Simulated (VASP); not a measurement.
AlNi, 2 atoms in the cell. Symmetry: Pm-3m, No. 221, cubic system. Conventional cell: a = 2.881 Å, b = 2.881 Å, c = 2.881 Å, α = 90.00°, β = 90.00°, γ = 90.00°. Ni (site symmetry m-3m) has 8 Al at 2.50 Å and 6 Ni at 2.88 Å within 3.3 Å. Al (site symmetry m-3m) has 8 Ni at 2.50 Å and 6 Al at 2.88 Å within 3.3 Å. 

* Program: VASP 6.6.1
* Task: single point
* Functional: PBE
* Potentials or basis: VASP PAW PBE potentials, release 64 (Ni, Al)
* Cutoff: 520 eV
* k mesh: 9 × 9 × 9
* Occupations: gaussian, width 0.015 eV
* Spin: collinear spin, ferromagnetic start
* Starting moments: [1.0, 0.0] μB
* Dipole correction: no
* Further INCAR settings: ALGO = Fast; EDIFF = 1e-06; NBANDS = 18

Potentials or basis: VASP PAW PBE potentials, release 64 (Ni, Al).

The run is started by

```bash
$ cat potpaw_PBE.64/Ni/POTCAR potpaw_PBE.64/Al/POTCAR > POTCAR
$ mpirun -np 1 vasp_std > vasp.out
```

Hardware: 1 thread of Intel Xeon 8259CL, on a shared host.

**Question.** How long does it take, and how much memory?

**Answer.** Run time: 39 s on 1 thread of Intel Xeon 8259CL (shared host), peak memory 0.16 GiB. Counts: scf iterations 15, k points 35.
